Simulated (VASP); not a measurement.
A run of VASP 6.6.1 is set up as follows.

File INCAR:

```
PREC = Accurate ; ENCUT = 520
EDIFF = 1E-6 ; ISMEAR = 0
SIGMA = 0.2 ; LREAL = F
LASPH = T ; NELM = 60
ALGO = Fast ; ISIF = 2
LWAVE = F ; LCHARG = T
GGA = PE ; LELF = T
LVHAR = T ; NBANDS = 46
```

Contents of KPOINTS:

```
Automatic mesh
0
Gamma
  6 6 2
```

The input POSCAR:

```
Cs2SnW3
1.0
    5.3949497142      0.0000000000      0.0000000000
   -2.6974748571      4.6721635047      0.0000000000
    0.0000000000      0.0000000000     12.7669501189
Cs Sn W
2 1 3
Direct
    0.0000000000      0.0000000000      0.7731835081
    0.0000000000      0.0000000000      0.2268164919
    1.0000000000      0.0000000000      0.5000000000
    0.5000000000      0.0000000000      0.5000000000
    1.0000000000      0.5000000000      0.5000000000
    0.5000000000      0.5000000000      0.5000000000
```

Potentials or basis: VASP PAW PBE potentials, release 64 (Cs_sv, Sn_d, W_sv).

Launch:

```sh
$ cat potpaw_PBE.64/Cs_sv/POTCAR potpaw_PBE.64/Sn_d/POTCAR potpaw_PBE.64/W_sv/POTCAR > POTCAR
$ mpirun -np 1 vasp_std > vasp.out
```

Problem. What does it give for the band gap on the k mesh?

Solution. Zero (bands 37 and 38 overlap by 0.19 eV).

Problem. Predict the largest force.

Solution. 0.013 eV/Å.

Problem. Predict the pressure.

Solution. 0.0 GPa.

Forces on the atoms (eV/Å):
```
Cs   0.000  0.000  0.013
Cs   0.000  0.000 -0.013
Sn   0.000  0.000  0.000
W    0.000  0.000  0.000
W    0.000  0.000  0.000
W    0.000  0.000  0.000
```

Caveat: spin-orbit coupling is left out, which moves the levels of the heavy elements.
